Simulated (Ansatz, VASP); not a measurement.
**One calculation of Sb, two programs**

```
Sb
1.0
     3.34639    0.00000    0.00000
    -1.67319    2.89806    0.00000
     0.00000    0.00000    5.29423
Sb
2
Cartesian
  0.0000 1.9320 1.3236
  1.6732 0.9660 3.9707
```

Change from the starting cell: volume scaled by 0.98, crystal datasets.

Alike in both runs: task electric field gradients; functional LDA; k mesh 12 × 12 × 7; occupations fermi-dirac, width 0.03 eV; no spin polarisation.

|  | VASP | Ansatz |
| --- | --- | --- |
| version | VASP 6.6.1 | Ansatz 0.2.0 |
| potentials or method | VASP PAW LDA potentials, release 64 (Sb), cutoff 520 eV | all-electron PAW with datasets made for the crystal, scalar-relativistic |

Ansatz gave:

- pressure (GPa): 0.1
- traceless stress, the component that is largest in VASP (GPa): -1.06
- size of Vzz on the site where it differs most (V/Å²): 25.5

Problem. What did VASP give for the same quantities?

Solution. Pressure (GPa): 0.2; traceless stress, the component that is largest in VASP (GPa): -1.07; size of Vzz on the site where it differs most (V/Å²): 23.2.

LDA's correlation is that of Perdew and Zunger in VASP and of Perdew and Wang (1992) in Ansatz. Ansatz ran all-electron here, and VASP with PAW potentials.

Neither program's run includes spin-orbit coupling.
